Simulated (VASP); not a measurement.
A run of VASP 6.6.1:

Contents of INCAR:

```
ALGO     = Fast           # electronic algorithm
EDIFF    = 1E-7           # SCF threshold, eV
EDIFFG   = -0.005         # ionic threshold
ENCUT    = 600            # plane-wave cutoff, eV
GGA      = PE             # functional
IBRION   = 2              # ionic algorithm
ISIF     = 3              # what is computed and relaxed
ISMEAR   = 0              # smearing method
IVDW     = 12             # dispersion correction
LASPH    = T              # aspherical terms in the spheres
LCHARG   = F              # write CHGCAR
LREAL    = F              # projectors in reciprocal space
LWAVE    = F              # write WAVECAR
NELM     = 60             # most SCF steps
NSW      = 70             # ionic steps
PREC     = Accurate       # precision mode
SIGMA    = 0.1            # smearing width, eV
```

File KPOINTS:

```
k-points
0
Gamma
  8 8 8
```

File POSCAR:

```
SiMo3
1.0
    4.9064535158      0.0000000000      0.0000000000
    0.0000000000      4.9064535158      0.0000000000
    0.0000000000      0.0000000000      4.9064535158
Si Mo
2 6
Direct
    0.0000000000      0.0000000000      0.0000000000
    0.5000000000      0.5000000000      0.5000000000
    0.2500000000      0.0000000000      0.5000000000
    0.5000000000      0.7500000000      0.0000000000
    0.7500000000      0.0000000000      0.5000000000
    0.5000000000      0.2500000000      0.0000000000
    0.0000000000      0.5000000000      0.7500000000
    0.0000000000      0.5000000000      0.2500000000
```

Potentials or basis: VASP PAW PBE potentials, release 64 (Si, Mo_sv).

Launch:

```sh
$ cat potpaw_PBE.64/Si/POTCAR potpaw_PBE.64/Mo_sv/POTCAR > POTCAR
$ mpirun -np 1 vasp_std > vasp.out
```

Hardware: 1 thread of Intel(R) Xeon(R) 6975P-C (Granite Rapids), with other jobs on the host.

Q: How long does it take, and how much memory?

A: Wall time 11 min on 1 thread of Intel(R) Xeon(R) 6975P-C (Granite Rapids), on a shared host, peak memory 0.39 GiB. Counts: scf iterations 58, k points 35, ion steps 4.
